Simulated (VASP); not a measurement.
# MgS (F-43m) in VASP: further runs

MgS is run at these levels: r2SCAN50, HF, PBE, PBEsol; tasks: single point.

All numbers are computed with VASP 6.6.1; they aren't measurements. Logs are shortened: lines on timing, memory, paths and dates and some standing lists are left out, and cuts for length are marked.

## Step 1: The cell of the first run

It takes space group F-43m (No. 216, cubic). Conventional cell: a = 5.666 Å, b = 5.666 Å, c = 5.666 Å, α = 90.00°, β = 90.00°, γ = 90.00°. S (site symmetry -43m) has 4 Mg at 2.45 Å within 3.2 Å. Within 3.2 Å of Mg (site symmetry -43m) lie 4 S at 2.45 Å.

## Step 2: Single point, r2SCAN50

POSCAR

```
MgS
1.0
    0.0000000000      2.8331200468      2.8331200468
    2.8331200468      0.0000000000      2.8331200468
    2.8331200468      2.8331200468      0.0000000000
S Mg
1 1
Direct
    0.2500000000      0.2500000000      0.2500000000
    0.0000000000      0.0000000000      0.0000000000
```

INCAR.step1

```
SYSTEM = MgS
PREC = Accurate
ENCUT = 520
EDIFF = 1E-5
ISMEAR = -1
SIGMA = 0.05
LREAL = .FALSE.
LASPH = .TRUE.
NELM = 60
ALGO = Normal
ISIF = 2
LWAVE = .TRUE.
GGA = PE
NBANDS = 11
```

INCAR.step2

```
SYSTEM = MgS
PREC = Accurate
ENCUT = 520
EDIFF = 1E-7
ISMEAR = -1
SIGMA = 0.05
LREAL = .FALSE.
LASPH = .TRUE.
NELM = 60
ALGO = Normal
ISIF = 2
LWAVE = .FALSE.
LCHARG = .TRUE.
METAGGA = R2SCAN
LHFCALC = .TRUE.
AEXX = 0.5
LMIXTAU = .TRUE.
PRECFOCK = Normal
LELF = .TRUE.
LVHAR = .TRUE.
ISTART = 1
NBANDS = 11
```

KPOINTS

```
Automatic mesh
0
G
  4 4 4
  0 0 0
```

Potentials or basis: VASP PAW PBE potentials, release 64 (S, Mg).

On the command line:

```bash
$ cat potpaw_PBE.64/S/POTCAR potpaw_PBE.64/Mg/POTCAR > POTCAR
$ cp INCAR.step1 INCAR
$ mpirun -np 1 vasp_std > vasp.out
$ cp INCAR.step2 INCAR
$ mpirun -np 1 vasp_std > vasp.out
```

OUTCAR:

```text
SYSTEM = MgS
   PREC = Accurate
   ENCUT = 520
   EDIFF = 1E-7
   ISMEAR = -1
   LREAL = .FALSE.
   LASPH = .TRUE.
   NELM = 60
   ISIF = 2
   METAGGA = R2SCAN
   LHFCALC = .TRUE.
   AEXX = 0.5
   PRECFOCK = Normal
   ISTART = 1

 ion  position               nearest neighbor table
   1  0.250  0.250  0.250-   2 2.45   2 2.45   2 2.45   2 2.45
   2  0.000  0.000  0.000-   1 2.45   1 2.45   1 2.45   1 2.45

  LATTYP: Found a face centered cubic cell.
 ALAT       =     5.6662400936

  Lattice vectors:

 A1 = (   0.0000000000,   2.8331200468,   2.8331200468)
 A2 = (   2.8331200468,   0.0000000000,   2.8331200468)
 A3 = (   2.8331200468,   2.8331200468,   0.0000000000)

Analysis of symmetry for initial positions (statically):
=====================================================================
 Subroutine PRICEL returns:
 Original cell was already a primitive cell.

 Routine SETGRP: Setting up the symmetry group for a
 face centered cubic supercell.

 Subroutine GETGRP returns: Found 24 space group operations
 (whereof 24 operations were pure point group operations)
 out of a pool of 48 trial point group operations.

The static configuration has the point symmetry T_d .

Analysis of symmetry for dynamics (positions and initial velocities):
=====================================================================
 Subroutine PRICEL returns:
 Original cell was already a primitive cell.

 Routine SETGRP: Setting up the symmetry group for a
 face centered cubic supercell.

 Subroutine GETGRP returns: Found 24 space group operations
 (whereof 24 operations were pure point group operations)
 out of a pool of 48 trial point group operations.

The dynamic configuration has the point symmetry T_d .

 Subroutine INISYM returns: Found 24 space group operations
 (whereof 24 operations are pure point group operations),
 and found     1 'primitive' translations

----------------------------------------------------------------------------------------

                                     Primitive cell

  volume of cell :      45.4805

  direct lattice vectors                    reciprocal lattice vectors
     0.000000000  2.833120047  2.833120047    -0.176483874  0.176483874  0.176483874
     2.833120047  0.000000000  2.833120047     0.176483874 -0.176483874  0.176483874
     2.833120047  2.833120047  0.000000000     0.176483874  0.176483874 -0.176483874

  length of vectors
     4.006636794  4.006636794  4.006636794     0.305679036  0.305679036  0.305679036

  position of ions in fractional coordinates (direct lattice)
     0.250000000  0.250000000  0.250000000
     0.000000000  0.000000000  0.000000000

  ion indices of the primitive-cell ions
   primitive index   ion index
                 1           1
                 2           2

----------------------------------------------------------------------------------------

 KPOINTS: Automatic mesh

Automatic generation of k-mesh.
 Grid dimensions read from file:
 generate k-points for:    4    4    4

 Generating k-lattice:

  Cartesian coordinates                     Fractional coordinates (reciprocal lattice)
    -0.044120968  0.044120968  0.044120968     0.250000000  0.000000000  0.000000000
     0.044120968 -0.044120968  0.044120968     0.000000000  0.250000000  0.000000000
     0.044120968  0.044120968 -0.044120968     0.000000000  0.000000000  0.250000000

  Length of vectors
     0.076419759  0.076419759  0.076419759

  Shift w.r.t. Gamma in fractional coordinates (k-lattice)
     0.000000000  0.000000000  0.000000000

 Subroutine IBZKPT returns following result:
 ===========================================

 Found      8 irreducible k-points:

 Following reciprocal coordinates:
            Coordinates               Weight
  0.000000  0.000000  0.000000      1.000000
  0.250000  0.000000  0.000000      8.000000
  0.500000  0.000000  0.000000      4.000000
  0.250000  0.250000  0.000000      6.000000
  0.500000  0.250000  0.000000     24.000000
 -0.250000  0.250000  0.000000     12.000000
  0.500000  0.500000  0.000000      3.000000
 -0.250000  0.500000  0.250000      6.000000
   k-points           NKPTS =      8   k-points in BZ     NKDIM =     64   number of bands    NBANDS=     11
   number of dos      NEDOS =    301   number of ions     NIONS =      2
   total plane-waves  NPLWV =  27000
   dimension x,y,z NGX =    30 NGY =   30 NGZ =   30
   dimension x,y,z NGXF=    60 NGYF=   60 NGZF=   60
   ions per type =               1   1
   NGX,Y,Z   is equivalent  to a cutoff of  12.45, 12.45, 12.45 a.u.
   NGXF,Y,Z  is equivalent  to a cutoff of  24.90, 24.90, 24.90 a.u.
 SYSTEM =  MgS
   PREC   = accura    normal or accurate (medium, high low for compatibility)
   ISTART =      1    job   : 0-new  1-cont  2-samecut
   ICHARG =      0    charge: 1-file 2-atom 10-const
   ISPIN  =      1    spin polarized calculation?
   LNONCOLLINEAR =      F non collinear calculations
   LSORBIT =      F    spin-orbit coupling
[... 56 lines left out ...]

  energy without entropy =      -15.79563970  energy(sigma->0) =      -15.79563970

 E-fermi :  -0.2147     XC(G=0):  -5.0013

 val. band max:       -1.2730270902   @ k =   0.0000   0.0000   0.0000
 cond. band min:       5.8632671043   @ k =   0.0000   0.0000   0.0000
 fundamental gap:      7.1362941944
 Fermi energy:        -0.2147225803

 k-point     1 :       0.0000    0.0000    0.0000
  band No.  band energies     occupation
      1     -15.0014      2.00000
      2      -1.2730      2.00000
      3      -1.2730      2.00000
      4      -1.2730      2.00000
      5       5.8633      0.00000
      6      10.8279      0.00000
      7      10.8279      0.00000
      8      10.8279      0.00000
      9      14.0033      0.00000
     10      14.0033      0.00000
     11      16.7569      0.00000

 k-point     2 :       0.2500    0.0000    0.0000
  band No.  band energies     occupation
      1     -14.6221      2.00000
      2      -3.4030      2.00000
      3      -1.4798      2.00000
      4      -1.4798      2.00000
      5       7.5149      0.00000
      6      10.6331      0.00000
      7      11.0345      0.00000
      8      11.0345      0.00000
      9      13.5059      0.00000
     10      13.5059      0.00000
     11      15.1062      0.00000

 k-point     3 :       0.5000    0.0000    0.0000
  band No.  band energies     occupation
      1     -14.1764      2.00000
      2      -4.9909      2.00000
      3      -1.6689      2.00000
      4      -1.6689      2.00000
      5       7.6951      0.00000
      6      10.3956      0.00000
      7      10.3956      0.00000
      8      11.3866      0.00000
      9      16.0158      0.00000
     10      16.6645      0.00000
     11      16.6645      0.00000

 k-point     4 :       0.2500    0.2500    0.0000
  band No.  band energies     occupation
      1     -14.4973      2.00000
      2      -3.2549      2.00000
      3      -1.9505      2.00000
      4      -1.9505      2.00000
      5       7.5956      0.00000
      6       9.2487      0.00000
      7      11.2620      0.00000
      8      12.5707      0.00000
      9      12.5707      0.00000
     10      15.1582      0.00000
     11      18.7833      0.00000

 k-point     5 :       0.5000    0.2500    0.0000
  band No.  band energies     occupation
      1     -14.0508      2.00000
      2      -4.3922      2.00000
      3      -2.8092      2.00000
      4      -2.1263      2.00000
      5       7.6214      0.00000
      6       9.7227      0.00000
      7      11.4940      0.00000
      8      12.2938      0.00000
      9      14.8674      0.00000
     10      16.8748      0.00000
     11      18.2174      0.00000

 k-point     6 :      -0.2500    0.2500    0.0000
  band No.  band energies     occupation
      1     -14.1984      2.00000
      2      -4.1050      2.00000
      3      -2.9093      2.00000
      4      -1.6854      2.00000
      5       9.0117      0.00000
      6       9.5064      0.00000
      7      10.8660      0.00000
      8      11.6096      0.00000
      9      13.0960      0.00000
     10      16.6647      0.00000
     11      17.7791      0.00000

 k-point     7 :       0.5000    0.5000    0.0000
  band No.  band energies     occupation
      1     -13.9094      2.00000
      2      -4.6052      2.00000
      3      -2.5201      2.00000
      4      -2.5201      2.00000
      5       6.0935      0.00000
      6       8.2222      0.00000
      7      14.5424      0.00000
      8      15.6471      0.00000
      9      15.6471      0.00000
     10      17.5642      0.00000
     11      17.5644      0.00000

 k-point     8 :      -0.2500    0.5000    0.2500
  band No.  band energies     occupation
      1     -13.8990      2.00000
      2      -3.9550      2.00000
      3      -3.4596      2.00000
      4      -2.8116      2.00000
      5       7.9125      0.00000
      6      10.9099      0.00000
      7      11.0306      0.00000
      8      11.4294      0.00000
      9      16.1025      0.00000
     10      17.1297      0.00000
     11      17.5678      0.00000

------------------------ aborting loop because EDIFF is reached ----------------------------------------

  FORCE on cell =-STRESS in cart. coord.  units (eV):
  Direction    XX          YY          ZZ          XY          YZ          ZX
  --------------------------------------------------------------------------------------
  -------------------------------------------------------------------------------------
  Total       -0.4396413     -0.4396413     -0.4396413      0.0000000      0.0000000      0.0000000
  in kB      -15.4875993    -15.4875993    -15.4875993      0.0000000      0.0000000      0.0000000
  external PRESSURE =     -15.4875993 kB  Pullay stress =       0.0000000 kB

 VOLUME and BASIS-vectors are now :
 -----------------------------------------------------------------------------
  energy-cutoff  :      520.00
  volume of cell :       45.48
      direct lattice vectors                 reciprocal lattice vectors
     0.000000000  2.833120047  2.833120047    -0.176483874  0.176483874  0.176483874
     2.833120047  0.000000000  2.833120047     0.176483874 -0.176483874  0.176483874
     2.833120047  2.833120047  0.000000000     0.176483874  0.176483874 -0.176483874

 POSITION                                       TOTAL-FORCE (eV/Angst)
 -----------------------------------------------------------------------------------
      1.41656      1.41656      1.41656        -0.000000     -0.000000     -0.000000
      0.00000      0.00000      0.00000         0.000000      0.000000      0.000000
 -----------------------------------------------------------------------------------
    total drift:                               -0.000001      0.000000     -0.000000

  FREE ENERGIE OF THE ION-ELECTRON SYSTEM (eV)
  ---------------------------------------------------
  free  energy   TOTEN  =       -15.7956396994 eV

  energy  without entropy=      -15.7956396993  energy(sigma->0) =      -15.79563970
```

It took 3.3 min on 1 thread of Intel Xeon Platinum 8488C (Sapphire Rapids), shared host; peak memory 0.17 GiB.

What came out:

* Free energy: -15.7956 eV
* Pressure: -1.5 GPa
* Band gap on the k mesh: 7.14 eV, direct

Caveat: the k points lie up to 0.48 Å⁻¹ apart; the PAW data sets were made with another functional, which shifts forces and pressure a little.

## Step 3: Single point, HF

This run uses another cell than the first one, of 23.58 Å³/atom, 1.037 times its volume.

POSCAR

```
MgS
1.0
    0.0000000000      2.8675744307      2.8675744307
    2.8675744307      0.0000000000      2.8675744307
    2.8675744307      2.8675744307      0.0000000000
S Mg
1 1
Direct
    0.2500000000      0.2500000000      0.2500000000
    0.0000000000      0.0000000000      0.0000000000
```

INCAR.step1

```
SYSTEM = MgS
ALGO     = Normal         ! electronic algorithm
EDIFF    = 1E-5           ! SCF threshold, eV
ENCUT    = 520            ! plane-wave cutoff, eV
GGA      = PE             ! functional
ISIF     = 2              ! what is computed and relaxed
ISMEAR   = -1             ! smearing method
LASPH    = .TRUE.         ! aspherical terms in the spheres
LCHARG   = .FALSE.        ! write CHGCAR
LREAL    = .FALSE.        ! projectors in reciprocal space
LWAVE    = .TRUE.         ! write WAVECAR
NBANDS   = 11             ! bands
NELM     = 80             ! most SCF steps
PREC     = Accurate       ! precision mode
SIGMA    = 0.05           ! smearing width, eV
```

INCAR.step2

```
SYSTEM = MgS
AEXX     = 1.0            ! exact-exchange fraction
AGGAC    = 0.0          
ALDAC    = 0.0          
ALGO     = Normal         ! electronic algorithm
EDIFF    = 1E-7           ! SCF threshold, eV
ENCUT    = 520            ! plane-wave cutoff, eV
GGA      = PE             ! functional
ISIF     = 2              ! what is computed and relaxed
ISMEAR   = -1             ! smearing method
ISTART   = 1            
LASPH    = .TRUE.         ! aspherical terms in the spheres
LCHARG   = .FALSE.        ! write CHGCAR
LHFCALC  = .TRUE.         ! exact exchange
LREAL    = .FALSE.        ! projectors in reciprocal space
LWAVE    = .FALSE.        ! write WAVECAR
NBANDS   = 11             ! bands
NELM     = 80             ! most SCF steps
PREC     = Accurate       ! precision mode
PRECFOCK = Normal       
SIGMA    = 0.05           ! smearing width, eV
```

KPOINTS

```
k-points
0
G
  4 4 4
  0 0 0
```

Potentials or basis: VASP PAW PBE potentials, release 64 (S, Mg).

On the command line:

```bash
$ cat potpaw_PBE.64/S/POTCAR potpaw_PBE.64/Mg/POTCAR > POTCAR
$ cp INCAR.step1 INCAR
$ mpirun -np 1 vasp_std > vasp.out
$ cp INCAR.step2 INCAR
$ mpirun -np 1 vasp_std > vasp.out
```

Wall time 3.9 min (1 thread of Intel Xeon Platinum 8488C (Sapphire Rapids), shared host); peak memory 0.18 GiB.

Results (log left out):

| Property | Result |
| --- | --- |
| Free energy | -14.6408 eV |
| Pressure | -0.4 GPa |
| Band gap on the k mesh | 10.83 eV, direct |

Levels at points of the mesh, in eV from the valence-band top:
```
           k point  band 2  band 3  band 4  band 5  band 6  band 7
(0.00, 0.00, 0.00)    0.00    0.00    0.00   10.83   16.03   16.03
(0.50, 0.00, 0.00)   -3.95   -0.43   -0.43   12.71   15.58   15.58
(0.50, 0.50, 0.00)   -3.57   -1.34   -1.34   11.10   13.27   19.89
```

Caveat: the k points lie up to 0.47 Å⁻¹ apart; the PAW data sets were made with another functional, which shifts forces and pressure a little.

## Step 4: Single point, PBE

INCAR

```
ALGO = Normal
EDIFF = 1E-6
ENCUT = 520
GGA = PE
ISIF = 2
ISMEAR = -1
LASPH = True
LCHARG = False
LREAL = False
LWAVE = False
NBANDS = 11
NELM = 100
PREC = Accurate
SIGMA = 0.05
```

KPOINTS

```
k-points
0
Gamma
  6 6 6
```

POSCAR

```
MgS
1.0
    0.0000000000      2.8331200468      2.8331200468
    2.8331200468      0.0000000000      2.8331200468
    2.8331200468      2.8331200468      0.0000000000
S Mg
1 1
Direct
    0.2500000000      0.2500000000      0.2500000000
    0.0000000000      0.0000000000      0.0000000000
```

On the command line:

```bash
$ cat potpaw_PBE.64/S/POTCAR potpaw_PBE.64/Mg/POTCAR > POTCAR
$ mpirun -np 1 vasp_std > vasp.out
```

Run time: 7.9 s. Hardware: 1 thread of Intel Xeon Platinum 8259CL at 2.50GHz (Skylake/Cascade Lake), shared host; peak memory 0.16 GiB.

It converged, with:

- Free energy: -8.4708 eV
- Pressure: 0.8 GPa
- Band gap on the k mesh: 3.45 eV, direct

Levels at points of the mesh, in eV from the valence-band top:
| k point | band 1 | band 2 | band 3 | band 4 | band 5 | band 6 | band 7 | band 8 | band 9 |
| --- | --- | --- | --- | --- | --- | --- | --- | --- | --- |
| (0.00, 0.00, 0.00) | -11.26 | 0.00 | 0.00 | 0.00 | 3.45 | 7.94 | 7.94 | 7.94 | 10.83 |
| (0.50, 0.00, 0.00) | -10.58 | -3.12 | -0.33 | -0.33 | 5.11 | 7.63 | 7.63 | 8.60 | 12.87 |
| (0.50, 0.50, 0.00) | -10.36 | -2.80 | -1.03 | -1.03 | 3.89 | 5.65 | 11.14 | 12.28 | 12.28 |

## Step 5: Single point, PBEsol

INCAR

```
SYSTEM = MgS
ALGO = Normal ; EDIFF = 1E-7
ENCUT = 520 ; GGA = PS
ISIF = 2 ; ISMEAR = -1
LASPH = .True. ; LCHARG = .True.
LELF = .True. ; LREAL = .False.
LVHAR = .True. ; LWAVE = .False.
NBANDS = 11 ; NELM = 80
PREC = Accurate ; SIGMA = 0.05
```

KPOINTS

```
k-points
0
Gamma
  8 8 8
  0 0 0
```

POSCAR is that of step 4.

On the command line:

```bash
$ cat potpaw_PBE.64/S/POTCAR potpaw_PBE.64/Mg/POTCAR > POTCAR
$ mpirun -np 1 vasp_std > vasp.out
```

It took 12 s on 1 thread of Intel Xeon 6975P-C (Granite Rapids), shared host; peak memory 0.17 GiB.

The run converged. Its results:

| Item | Value |
| --- | --- |
| Free energy | -8.9170 eV |
| Pressure | -0.5 GPa |
| Band gap on the k mesh | 3.29 eV, direct |

Levels at points of the mesh, in eV from the valence-band top:
| k point | band 1 | band 2 | band 3 | band 4 | band 5 | band 6 | band 7 | band 8 |
| --- | --- | --- | --- | --- | --- | --- | --- | --- |
| (0.00, 0.00, 0.00) | -11.26 | 0.00 | 0.00 | 0.00 | 3.29 | 7.87 | 7.87 | 7.87 |
| (0.50, 0.00, 0.00) | -10.57 | -3.18 | -0.33 | -0.33 | 4.99 | 7.54 | 7.54 | 8.41 |
| (0.50, 0.50, 0.00) | -10.35 | -2.85 | -1.05 | -1.05 | 3.71 | 5.54 | 11.01 | 12.14 |

Caveat: the PAW data sets were made with another functional, which shifts forces and pressure a little. A k mesh can miss the band edges.

## Step 6: The runs side by side

| level | cell | k mesh | grid for exact exchange (PRECFOCK) | gap on the mesh (eV) | pressure (GPa) |
| --- | --- | --- | --- | --- | --- |
| r2SCAN50 | a = 4.007 Å, angles 60.0°, 2 atoms | 4 × 4 × 4 | Normal | 7.14 | -1.5 |
| HF | a = 4.055 Å, angles 60.0°, 2 atoms | 4 × 4 × 4 | Normal | 10.83 | -0.4 |
| PBE | a = 4.007 Å, angles 60.0°, 2 atoms | 6 × 6 × 6 | - | 3.45 | 0.8 |
| PBEsol | a = 4.007 Å, angles 60.0°, 2 atoms | 8 × 8 × 8 | - | 3.29 | -0.5 |

Alike in all rows: task single point; potentials or basis VASP PAW PBE potentials, release 64 (S, Mg); no spin polarisation; cutoff (eV) 520; smearing fermi-dirac 0.05 eV.

Caveats: some runs use coarse meshes; the PAW data sets were made with another functional, which shifts forces and pressure a little (some runs).

Absolute energies hang on the potentials; compare differences alone.
